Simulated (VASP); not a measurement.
Write the native input for VASP 6.6.1 that does the following.

| Property | Result |
| --- | --- |
| Task | single point |
| Functional | PBE |
| Potentials or basis | VASP PAW PBE potentials, release 64 (Pb_d) |
| Cutoff | 520 eV |
| k mesh | 12 × 12 × 12 |
| Occupations | fermi-dirac, width 0.15 eV |
| Spin | no spin polarisation |
| Dipole correction | no |
| Further INCAR settings | ALGO = Normal; EDIFF = 1e-06; NBANDS = 13 |

The structure of Pb lies in POSCAR:

```
Pb
1.0
    0.0000000000      2.3717719949      2.3717719949
    2.3717719949      0.0000000000      2.3717719949
    2.3717719949      2.3717719949      0.0000000000
Pb
1
Direct
    0.0000000000      0.0000000000      0.0000000000
```

The input as run:

INCAR

```
PREC = Accurate
ENCUT = 520
EDIFF = 1E-6
ISMEAR = -1
SIGMA = 0.15
LREAL = False
LASPH = True
NELM = 60
ALGO = Normal
ISIF = 2
LWAVE = False
LCHARG = False
GGA = PE
NBANDS = 13
```

KPOINTS

```
Automatic mesh
0
Gamma
  12 12 12
```

Potentials or basis: VASP PAW PBE potentials, release 64 (Pb_d).

The run is started by

```sh
$ cat potpaw_PBE.64/Pb_d/POTCAR > POTCAR
$ mpirun -np 1 vasp_std > vasp.out
```

It gave:

* Pressure: 11.3 GPa
* Band gap on the k mesh: zero (band 7 reaches 17.27 eV, above the bottom of band 8 at 6.99 eV)

Caveat: spin-orbit coupling is left out, which moves the levels of the heavy elements.

Wall time 38 s on 1 thread of Intel(R) Xeon(R) Platinum 8259CL CPU @ 2.50GHz (Skylake/Cascade Lake) (shared host), peak memory 0.16 GiB.
